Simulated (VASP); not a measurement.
Crystal: NaSiO3.

```xyz
5
Lattice="3.5613 0.0000 0.0000 0.0000 3.5613 0.0000 0.0000 0.0000 3.5613" Properties=species:S:1:pos:R:3 pbc="T T T"
Na    0.0000    0.0000    0.0000
Si    1.7806    1.7806    1.7806
O     1.7806    1.7806    0.0000
O     1.7806    0.0000    1.7806
O     0.0000    1.7806    1.7806
```

Base run:

| Quantity | Value |
| --- | --- |
| Program | VASP 6.6.1 |
| Functional | LDA |
| Potentials or basis | VASP PAW LDA potentials, release 64 (Na_pv, Si, O) |
| Cutoff | 600 eV |
| k mesh | 5 × 5 × 5 |
| Occupations | fermi-dirac, width 0.1 eV |
| Spin | no spin polarisation |

Its results: band gap on the k mesh zero (an odd number of electrons rules out a gap without spin polarisation); pressure -11.6 GPa.

Question: The run is repeated on the same cell with these changes: k mesh from 5 × 5 × 5 to 3 × 3 × 3. What comes out?

Answer: Band gap on the k mesh zero (an odd number of electrons rules out a gap without spin polarisation); pressure -10.6 GPa.

Caveats: some runs use coarse meshes; an odd number of electrons without spin polarisation forces a metal; a magnetic or distorted state may lie lower; the cell stands under tension (at least some runs).
